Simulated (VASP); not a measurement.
PtSe2: single point with PBE+D3(BJ)

The system is PtSe2.

```
CELL_PARAMETERS angstrom
3.72400 0.00000 0.00000
-1.86200 3.22508 0.00000
0.00000 0.00000 5.06200
ATOMIC_POSITIONS crystal
Pt 0.00000 0.00000 0.00000
Se 0.33333 0.66667 0.25000
Se 0.66667 0.33333 0.75000
```

| Property | Result |
| --- | --- |
| Program | VASP 6.6.1 |
| Task | single point |
| Functional | PBE |
| Dispersion | D3(BJ) |
| Potentials or basis | VASP PAW PBE potentials, release 64 (Pt, Se) |
| Cutoff | 520 eV |
| k mesh | 15 × 15 × 8 |
| Occupations | gaussian, width 0.1 eV |
| Spin | no spin polarisation |

```yaml
Pressure: 3.5 GPa
Largest_force: 0.597 eV/Å
Band_gap_on_the_k_mesh: zero (bands 11 and 12 overlap by 0.47 eV)
Dispersion_energy_per_atom: -0.477 eV
```

Forces on the atoms (eV/Å):
```
Pt   0.000  0.000  0.000
Se   0.000  0.000  0.597
Se   0.000  0.000 -0.597
```

Stress tensor (GPa, compression positive):
```
4.15 0.00 0.00
0.00 4.15 0.00
0.00 0.00 2.07
```

Levels at points of the mesh, in eV from the Fermi level:
| k point | band 9 | band 10 | band 11 | band 12 | band 13 | band 14 |
| --- | --- | --- | --- | --- | --- | --- |
| (0.00, 0.00, 0.00) | -1.09 | -1.09 | 0.39 | 1.44 | 1.44 | 3.59 |
| (0.00, 0.00, 0.50) | -1.73 | -1.52 | -1.52 | 2.29 | 2.29 | 4.79 |

It took 120 s on 1 thread of Intel(R) Xeon(R) Platinum 8375C CPU @ 2.90GHz (Ice Lake) (shared host), peak memory 0.35 GiB.

Caveat: the cell stands under pressure; spin-orbit coupling is left out, which moves the levels of the heavy elements.
